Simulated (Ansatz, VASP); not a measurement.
## BN in VASP and in Ansatz

The input INCAR:

```
ALGO = Normal
EDIFF = 1E-6
ENCUT = 520
GGA = PS
ISIF = 2
ISMEAR = 0
LASPH = True
LCHARG = True
LELF = True
LREAL = False
LVHAR = True
LWAVE = False
NBANDS = 26
NELM = 60
PREC = Accurate
SIGMA = 0.05
```

Contents of KPOINTS:

```
k-points
0
Gamma
  6 6 10
```

The input POSCAR:

```
BN
1.0
    4.5302000000      0.0000000000      0.0000000000
    0.0000000000      4.5302000000      0.0000000000
    0.0000000000      0.0000000000      2.6142000000
B N
4 4
Direct
    0.1741337327      0.8258662673      0.5000000000
    0.3258662673      0.3258662673      0.0000000000
    0.6741337327      0.6741337327      0.0000000000
    0.8258662673      0.1741337327      0.5000000000
    0.8123909516      0.8123909516      0.5000000000
    0.3123909516      0.6876090484      0.0000000000
    0.6876090484      0.3123909516      0.0000000000
    0.1876090484      0.1876090484      0.5000000000
```

Input for Ansatz:

```yaml
crystal:
  lattice:
    - [4.5302, 0.0, 0.0]
    - [0.0, 4.5302, 0.0]
    - [0.0, 0.0, 2.6142]
  atoms:
    - { symbol: B, position: [0.1741337327, 0.8258662673, 0.5] }
    - { symbol: B, position: [0.3258662673, 0.3258662673, 0.0] }
    - { symbol: B, position: [0.6741337327, 0.6741337327, 0.0] }
    - { symbol: B, position: [0.8258662673, 0.1741337327, 0.5] }
    - { symbol: "N", position: [0.8123909516, 0.8123909516, 0.5] }
    - { symbol: "N", position: [0.3123909516, 0.6876090484, 0.0] }
    - { symbol: "N", position: [0.6876090484, 0.3123909516, 0.0] }
    - { symbol: "N", position: [0.1876090484, 0.1876090484, 0.5] }
basis:
  ecutwfc: 520.0
kpoints:
  mp_grid: { grid: [6, 6, 10] }
hamiltonian:
  xc: pbesol
  pseudopotentials: { kind: paw, azcp: { folder: soft_1 } }
scf:
  occupations: { method: gaussian, width: 0.05 }
output:
  forces: true
  stress: true
  eigenvalues: true
```

Alike in both runs: task single point; functional PBEsol; k mesh 6 × 6 × 10; occupations gaussian, width 0.05 eV; no spin polarisation.

|  | VASP | Ansatz |
| --- | --- | --- |
| version | VASP 6.6.1 | Ansatz 0.2.0 |
| potentials or method | VASP PAW PBE potentials, release 64 (B, N), cutoff 520 eV | scalar-relativistic, plane waves, PAW |
| valence electrons in the cell | 32 | 32 |

Ansatz gave:

| Quantity | Value |
| --- | --- |
| gap on the k mesh at the Fermi level (eV) | 4.66 |
| least direct gap on the mesh (eV) | 5.68 |
| pressure (GPa) | -27.4 |
| traceless stress, the component that is largest in VASP (GPa) | -2.35 |
| rms of the force components (eV/Å) | 0.072 |

**Question.** What did VASP give for the same quantities?

**Answer.** gap on the k mesh at the Fermi level (eV): 4.65; least direct gap on the mesh (eV): 5.67; pressure (GPa): -27.1; traceless stress, the component that is largest in VASP (GPa): -2.26; rms of the force components (eV/Å): 0.071.

VASP's potentials were made for PBE, not for PBEsol, and Ansatz warns of the same on its side. Atom by atom the forces differ by 0.001 eV/Å (rms over components).
